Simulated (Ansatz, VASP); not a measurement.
**Ta in VASP and in Ansatz**

INCAR

```
PREC     = Accurate       # precision mode
ENCUT    = 520            # plane-wave cutoff, eV
EDIFF    = 1E-6           # SCF threshold, eV
ISMEAR   = -1             # smearing method
SIGMA    = 0.1            # smearing width, eV
LREAL    = False          # projectors in reciprocal space
LASPH    = True           # aspherical terms in the spheres
NELM     = 80             # most SCF steps
ALGO     = Normal         # electronic algorithm
ISIF     = 2              # what is computed and relaxed
LWAVE    = False          # write WAVECAR
LCHARG   = False          # write CHGCAR
GGA      = PS             # functional
NBANDS   = 18             # bands
```

KPOINTS

```
regular mesh
0
Gamma
  17 17 9
```

Contents of POSCAR:

```
Ta
1.0
    2.3235302228      0.0000000000      0.0000000000
   -1.1617651114      2.0122361995      0.0000000000
    0.0000000000      0.0000000000      3.8783081821
Ta
2
Direct
    0.3333333333      0.6666666667      0.2500000000
    0.6666666667      0.3333333333      0.7500000000
```

Input for Ansatz:

```yaml
crystal:
  lattice:
    - [2.3235302228, 0.0, 0.0]
    - [-1.1617651114, 2.0122361995, 0.0]
    - [0.0, 0.0, 3.8783081821]
  atoms:
    - { symbol: Ta, position: [0.3333333333, 0.6666666667, 0.25] }
    - { symbol: Ta, position: [0.6666666667, 0.3333333333, 0.75] }
kpoints:
  mp_grid: { grid: [17, 17, 9] }
scf:
  occupations: { method: fermi_dirac, width: 0.1 }
hamiltonian:
  xc: pbesol
  pseudopotentials: { kind: all_electron, lapw: { basis_error: 0.001 } }
output:
  forces: true
  stress: true
  eigenvalues: true
  populations: true
```

Change from the starting cell: volume scaled by 0.5, LAPW.

Alike in both runs: task single point; functional PBEsol; k mesh 17 × 17 × 9; occupations fermi-dirac, width 0.1 eV; no spin polarisation.

|  | VASP | Ansatz |
| --- | --- | --- |
| version | VASP 6.6.1 | Ansatz 0.2.0 |
| potentials or method | VASP PAW PBE potentials, release 64 (Ta_pv), cutoff 520 eV | all-electron LAPW, scalar-relativistic |

VASP gave:

* pressure (GPa): 512.3
* traceless stress, the component that is largest in VASP (GPa): -0.42

Task: What did Ansatz give for the same quantities?

Result: Pressure (GPa): 487.3; traceless stress, the component that is largest in VASP (GPa): 0.19.

VASP's potentials were made for PBE, not for PBEsol. Both programs put the cell under a high pressure, so it lies far from rest at this level. Ansatz ran all-electron here, and VASP with PAW potentials.

Spin-orbit coupling is off throughout. Noted on VASP's run: the cell as given lies far from equilibrium.
